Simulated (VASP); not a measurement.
# SnO2 (Pnnm) in VASP: single point with PBE

Aim: the single point of SnO2 with PBE.

Everything below comes from runs of VASP 6.6.1. Logs are shortened: lines on timing, memory, paths and dates and some standing lists are left out, and cuts for length are marked.

## Step 1: The cell of the first run

The typed cell holds 6 atoms: a = 4.827 Å, b = 4.828 Å, c = 3.238 Å, α = 90.00°, β = 90.00°, γ = 90.00°.

## Step 2: Single point, PBE

INCAR

```
  PREC = Accurate
  ENCUT = 520
  EDIFF = 1E-7
  ISMEAR = 0
  SIGMA = 0.02
  LREAL = F
  LASPH = T
  NELM = 60
  ALGO = Normal
  ISIF = 2
  LWAVE = F
  LCHARG = T
  GGA = PE
  LELF = T
  LVHAR = T
  NBANDS = 35
```

KPOINTS

```
regular mesh
0
Gamma
  6 6 8
```

POSCAR

```
SnO2
1.0
    4.8265233639      0.0000000000      0.0000000000
    0.0000000000      4.8283705393      0.0000000000
    0.0000000000      0.0000000000      3.2381611879
Sn O
2 4
Direct
    0.5000000000      0.5000000000      0.5000000000
    0.0000000000      0.0000000000      0.0000000000
    0.3064971200      0.3066609273      0.0000000000
    0.8064971200      0.1933390727      0.5000000000
    0.1935028800      0.8066609273      0.5000000000
    0.6935028800      0.6933390727      0.0000000000
```

Potentials or basis: VASP PAW PBE potentials, release 64 (Sn_d, O).

Run with:

```sh
cat potpaw_PBE.64/Sn_d/POTCAR potpaw_PBE.64/O/POTCAR > POTCAR
mpirun -np 1 vasp_std > vasp.out
```

OUTCAR:

```text
PREC = Accurate
   ENCUT = 520
   EDIFF = 1E-7
   ISMEAR = 0
   LREAL = F
   LASPH = T
   NELM = 60
   ISIF = 2
   GGA = PE

 ion  position               nearest neighbor table
   1  0.500  0.500  0.500-   3 2.09   6 2.09   3 2.09   6 2.09   5 2.09   4 2.09
   2  0.000  0.000  0.000-   4 2.09   5 2.09   4 2.09   5 2.09   3 2.09   6 2.09
   3  0.306  0.307  0.000-   1 2.09   1 2.09   2 2.09
   4  0.806  0.193  0.500-   2 2.09   2 2.09   1 2.09
   5  0.194  0.807  0.500-   2 2.09   2 2.09   1 2.09
   6  0.694  0.693  0.000-   1 2.09   1 2.09   2 2.09

  LATTYP: Found a simple orthorhombic cell.
 ALAT       =     3.2381611879
 B/A-ratio  =     1.4905136230
 C/A-ratio  =     1.4910840626

  Lattice vectors:

 A1 = (   0.0000000000,   0.0000000000,   3.2381611879)
 A2 = (   4.8265233639,   0.0000000000,   0.0000000000)
 A3 = (   0.0000000000,   4.8283705393,   0.0000000000)

Analysis of symmetry for initial positions (statically):
=====================================================================
 Subroutine PRICEL returns:
 Original cell was already a primitive cell.

 Routine SETGRP: Setting up the symmetry group for a
 simple orthorhombic supercell.

 Subroutine GETGRP returns: Found  8 space group operations
 (whereof  4 operations were pure point group operations)
 out of a pool of  8 trial point group operations.

The static configuration has the point symmetry C_2h.
 The point group associated with its full space group is D_2h.

Analysis of symmetry for dynamics (positions and initial velocities):
=====================================================================
 Subroutine PRICEL returns:
 Original cell was already a primitive cell.

 Routine SETGRP: Setting up the symmetry group for a
 simple orthorhombic supercell.

 Subroutine GETGRP returns: Found  8 space group operations
 (whereof  4 operations were pure point group operations)
 out of a pool of  8 trial point group operations.

The dynamic configuration has the point symmetry C_2h.
 The point group associated with its full space group is D_2h.

 Subroutine INISYM returns: Found  8 space group operations
 (whereof  4 operations are pure point group operations),
 and found     1 'primitive' translations

----------------------------------------------------------------------------------------

                                     Primitive cell

  volume of cell :      75.4629

  direct lattice vectors                    reciprocal lattice vectors
     4.826523364  0.000000000  0.000000000     0.207188472  0.000000000  0.000000000
     0.000000000  4.828370539  0.000000000     0.000000000  0.207109208  0.000000000
     0.000000000  0.000000000  3.238161188     0.000000000  0.000000000  0.308817240

  length of vectors
     4.826523364  4.828370539  3.238161188     0.207188472  0.207109208  0.308817240

  position of ions in fractional coordinates (direct lattice)
     0.500000000  0.500000000  0.500000000
     0.000000000  0.000000000  0.000000000
     0.306497120  0.306660927  0.000000000
     0.806497120  0.193339073  0.500000000
     0.193502880  0.806660927  0.500000000
     0.693502880  0.693339073  0.000000000

  ion indices of the primitive-cell ions
   primitive index   ion index
                 1           1
                 2           2
                 3           3
                 4           4
                 5           5
                 6           6

----------------------------------------------------------------------------------------

 KPOINTS: regular mesh

Automatic generation of k-mesh.
 Grid dimensions read from file:
 generate k-points for:    6    6    8

 Generating k-lattice:

  Cartesian coordinates                     Fractional coordinates (reciprocal lattice)
     0.034531412  0.000000000  0.000000000     0.166666667  0.000000000  0.000000000
     0.000000000  0.034518201  0.000000000     0.000000000  0.166666667  0.000000000
     0.000000000  0.000000000  0.038602155     0.000000000  0.000000000  0.125000000

  Length of vectors
     0.034531412  0.034518201  0.038602155

  Shift w.r.t. Gamma in fractional coordinates (k-lattice)
     0.000000000  0.000000000  0.000000000

 Subroutine IBZKPT returns following result:
 ===========================================

 Found     80 irreducible k-points:

 Following reciprocal coordinates:
            Coordinates               Weight
  0.000000  0.000000  0.000000      1.000000
  0.166667  0.000000  0.000000      2.000000
  0.333333  0.000000  0.000000      2.000000
  0.500000  0.000000  0.000000      1.000000
  0.000000  0.166667  0.000000      2.000000
  0.166667  0.166667  0.000000      4.000000
[... 16 lines left out ...]
  0.333333  0.166667  0.125000      8.000000
  0.500000  0.166667  0.125000      4.000000
 [... further k-points ...]
   k-points           NKPTS =     80   k-points in BZ     NKDIM =     80   number of bands    NBANDS=     35
   number of dos      NEDOS =    301   number of ions     NIONS =      6
   total plane-waves  NPLWV =  31104
   dimension x,y,z NGX =    36 NGY =   36 NGZ =   24
   dimension x,y,z NGXF=    72 NGYF=   72 NGZF=   48
   ions per type =               2   4
   NGX,Y,Z   is equivalent  to a cutoff of  12.40, 12.40, 12.32 a.u.
   NGXF,Y,Z  is equivalent  to a cutoff of  24.80, 24.79, 24.64 a.u.
 SYSTEM =  unknown system
   PREC   = accura    normal or accurate (medium, high low for compatibility)
   ISTART =      0    job   : 0-new  1-cont  2-samecut
   ICHARG =      2    charge: 1-file 2-atom 10-const
   ISPIN  =      1    spin polarized calculation?
   LNONCOLLINEAR =      F non collinear calculations
   LSORBIT =      F    spin-orbit coupling
   LASPH  =      T    aspherical Exc in radial PAW
   ENCUT  =  520.0 eV  38.22 Ry    6.18 a.u.   8.97  8.98  6.02*2*pi/ulx,y,z
   NELM   =     60;   NELMIN=  2; NELMDL= -5     # of ELM steps
   EDIFF  = 0.1E-06   stopping-criterion for ELM
   LREAL  =      F    real-space projection
   EDIFFG = 0.1E-05   stopping-criterion for IOM
   NSW    =      0    number of steps for IOM
   IBRION =     -1    ionic relax: 0-MD 1-quasi-New 2-CG
   NFREE  =      0    steps in history (QN), initial steepest desc. (CG)
   ISIF   =      2    stress and relaxation
   ISYM   =      2    0-nonsym 1-usesym 2-fastsym
   POTIM  = 0.5000    time-step for ionic-motion
   TEBEG  =    0.0;   TEEND  =   0.0 temperature during run
   PSTRESS=    0.0 pullay stress
   NELECT =      52.0000    total number of electrons
   NUPDOWN=      -1.0000    fix difference up-down
   EMIN   =  10.00;   EMAX   =-10.00  energy-range for DOS
   EFERMI =   0.00;   METHOD = LEGACY
   ISMEAR =     0;   SIGMA  =   0.02  broadening in eV -4-tet -1-fermi 0-gaus
   EFERMI_NEDOS =   21; number of points for ismear=-14 and -15
   IALGO  =     38    algorithm
   IMIX   =      4    mixing-type and parameters
     AMIX     =   0.40;   BMIX     =  1.00
     AMIX_MAG =   1.60;   BMIX_MAG =  1.00
  volume/ion in A,a.u.               =      12.58        84.87
  Fermi-wavevector in a.u.,A,eV,Ry     =   1.445988  2.732522 28.448180  2.090882
  Thomas-Fermi vector in A             =   2.564108
   LORBIT       =      0    0 simple, 1 ext, 2 COOP (PROOUT), +10 PAW based schemes
   GGA     = PE    functional components
   LHFCALC =     F    Hartree Fock is set to
   AEXX    =    0.0000 exact exchange contribution
   IVDW    =     0    specifies the selected vdW correction
   LEPSILON=     F    determine dielectric tensor
   LRPA    =     F    only Hartree local field effects (RPA)
 non-spin polarized calculation
 Gauss-broadening in eV      SIGMA  =   0.02
  energy-cutoff  :      520.00
  volume of cell :       75.46
 maximum number of plane-waves:      2060
 NGX is ok and might be reduce to    36
   NGX = 17   NGY = 17   NGZ = 13

 number of electron      52.0000002 magnetization

 Free energy of the ion-electron system (eV)
  ---------------------------------------------------
  ext. energy  EPLUGINS =         0.00000000
  ---------------------------------------------------
  free energy    TOTEN  =       -37.31099267 eV

  energy without entropy =      -37.31099267  energy(sigma->0) =      -37.31099267

 E-fermi :   5.6690     XC(G=0): -10.9759

 val. band max:        5.5312198857   @ k =   0.0000   0.0000   0.0000
 cond. band min:       6.2000273895   @ k =   0.0000   0.0000   0.0000
 fundamental gap:      0.6688075037
 Fermi energy:         5.6690003701

 k-point     1 :       0.0000    0.0000    0.0000
  band No.  band energies     occupation
      1     -15.5043      2.00000
      2     -14.8401      2.00000
      3     -14.6469      2.00000
      4     -14.6196      2.00000
      5     -14.6196      2.00000
      6     -14.5539      2.00000
[... 27 lines left out ...]
     34      17.0134      0.00000
     35      17.8130      0.00000

 k-point     2 :       0.1667    0.0000    0.0000
  band No.  band energies     occupation
      1     -15.4669      2.00000
      2     -14.8820      2.00000
      3     -14.6461      2.00000
      4     -14.6182      2.00000
      5     -14.6181      2.00000
      6     -14.5824      2.00000
[... 27 lines left out ...]
     34      17.1157      0.00000
     35      17.7885      0.00000

 k-point     3 :       0.3333    0.0000    0.0000
  band No.  band energies     occupation
      1     -15.3590      2.00000
      2     -15.0152      2.00000
      3     -14.6434      2.00000
      4     -14.6203      2.00000
      5     -14.6151      2.00000
      6     -14.6150      2.00000
[... 27 lines left out ...]
     34      17.4784      0.00000
     35      17.7698      0.00000
[... 723 lines left out ...]
 k-point    23 :       0.3333    0.1667    0.1250
  band No.  band energies     occupation
      1     -15.2993      2.00000
      2     -15.0295      2.00000
      3     -14.7390      2.00000
      4     -14.7260      2.00000
      5     -14.6081      2.00000
      6     -14.5750      2.00000
[... 27 lines left out ...]
     34      17.5495      0.00000
     35      17.7263      0.00000

 k-point    24 :       0.5000    0.1667    0.1250
  band No.  band energies     occupation
      1     -15.1754      2.00000
      2     -15.1754      2.00000
      3     -14.7332      2.00000
      4     -14.7332      2.00000
      5     -14.5923      2.00000
      6     -14.5923      2.00000
[... 27 lines left out ...]
     34      17.4659      0.00000
     35      17.7385      0.00000

 [... further k-points ...]
[... 5 lines left out ...]
  --------------------------------------------------------------------------------------
  -------------------------------------------------------------------------------------
  Total        0.2431095      0.2317886      0.3744171      0.0000000      0.0000000      0.0000000
  in kB        5.1615365      4.9211788      7.9493710      0.0000000      0.0000000      0.0000000
  external PRESSURE =       6.0106954 kB  Pullay stress =       0.0000000 kB

 VOLUME and BASIS-vectors are now :
 -----------------------------------------------------------------------------
  energy-cutoff  :      520.00
  volume of cell :       75.46
      direct lattice vectors                 reciprocal lattice vectors
     4.826523364  0.000000000  0.000000000     0.207188472  0.000000000  0.000000000
     0.000000000  4.828370539  0.000000000     0.000000000  0.207109208  0.000000000
     0.000000000  0.000000000  3.238161188     0.000000000  0.000000000  0.308817240

 POSITION                                       TOTAL-FORCE (eV/Angst)
 -----------------------------------------------------------------------------------
      2.41326      2.41419      1.61908         0.000000      0.000000      0.000000
      0.00000      0.00000      0.00000         0.000000      0.000000      0.000000
      1.47932      1.48067      0.00000        -0.011687     -0.011854      0.000000
      3.89258      0.93351      1.61908        -0.011687      0.011854      0.000000
      0.93395      3.89486      1.61908         0.011687     -0.011854     -0.000000
      3.34721      3.34770      0.00000         0.011687      0.011854     -0.000000
 -----------------------------------------------------------------------------------
    total drift:                                0.000000      0.000000     -0.000000

  FREE ENERGIE OF THE ION-ELECTRON SYSTEM (eV)
  ---------------------------------------------------
  free  energy   TOTEN  =       -37.3109926718 eV

  energy  without entropy=      -37.3109926718  energy(sigma->0) =      -37.31099267
```

Run time: 2.9 min. Hardware: 1 thread of AMD EPYC 7R13 (Zen 3), shared host; peak memory 0.26 GiB.

What came out:

* Free energy: -37.3110 eV
* Pressure: 0.6 GPa
* Largest force: 0.017 eV/Å
* Band gap on the k mesh: 0.67 eV, direct

Forces in eV/Å, atoms in the order of the input:
```
Sn   0.000  0.000  0.000
Sn   0.000  0.000  0.000
O   -0.012 -0.012  0.000
O   -0.012  0.012  0.000
O    0.012 -0.012  0.000
O    0.012  0.012  0.000
```

Levels at points of the mesh, in eV from the valence-band top:
```
           k point  band 22  band 23  band 24  band 25  band 26  band 27  band 28  band 29  band 30  band 31
(0.00, 0.00, 0.00)    -1.26    -1.26    -0.74    -0.74     0.00     0.67     5.69     6.06     6.06    10.12
(0.50, 0.00, 0.00)    -1.90    -1.21    -1.21    -0.61    -0.61     3.88     3.88     6.80     6.80    10.40
(0.00, 0.50, 0.00)    -1.90    -1.21    -1.21    -0.61    -0.61     3.88     3.88     6.81     6.81    10.40
(0.50, 0.50, 0.00)    -1.87    -1.33    -1.33    -0.85    -0.85     4.27     4.27     7.15     7.15    10.48
(0.00, 0.00, 0.50)    -2.57    -1.53    -1.53    -1.18    -1.18     5.59     5.59     9.36     9.36    10.31
(0.50, 0.00, 0.50)    -1.66    -1.02    -1.02    -0.75    -0.75     5.85     5.85     7.60     7.60    10.57
(0.00, 0.50, 0.50)    -1.66    -1.02    -1.02    -0.75    -0.75     5.85     5.85     7.60     7.60    10.58
(0.50, 0.50, 0.50)    -2.43    -0.92    -0.92    -0.78    -0.78     4.35     4.35     8.61     8.61    10.57
```

Caveat: spin-orbit coupling is left out, which moves the levels of the heavy elements. Expect the measured gap to be larger: semilocal functionals such as PBE lack the derivative discontinuity.
